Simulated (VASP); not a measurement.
Runs of VASP 6.6.1 on RbCl. The structure is that of space group Fm-3m (No. 225), or close to it. The cells are those of the table. 

```csv
level,cell,cutoff (eV),gap on the mesh (eV),pressure (GPa)
PBE,"a = 4.675 Å, angles 60.0°, 2 atoms",500,4.95,0.6
r2SCAN,"a = 4.767 Å, angles 60.0°, 2 atoms",550,5.38,-0.8
r2SCAN,"a = 4.675 Å, angles 60.0°, 2 atoms",550,5.56,0.0
PBE,"a = 4.638 Å, angles 60.0°, 2 atoms",500,5.03,1.0
PBE,"a = 4.828 Å, angles 60.0°, 2 atoms",500,4.66,-0.7
r2SCAN,"a = 4.721 Å, angles 60.0°, 2 atoms",550,5.46,(c)
PBE,"a = 4.735 Å, angles 60.0°, 2 atoms",500,(a),0.0
PBE,"a = 4.687 Å, angles 60.0°, 2 atoms",500,4.93,(b)
```

Alike in all rows: task single point; potentials or basis VASP PAW PBE potentials, release 64 (Rb_sv, Cl); no spin polarisation; k mesh 6 × 6 × 6; smearing gaussian 0.01 eV.

Task: Estimate the missing entries.

Result: (a) 4.84; (b) 0.5; (c) -0.4.

Caveats: the PAW data sets were made with another functional, which shifts forces and pressure a little (some runs).

A k mesh can miss the band edges, and the runs leave out spin-orbit coupling on Rb.
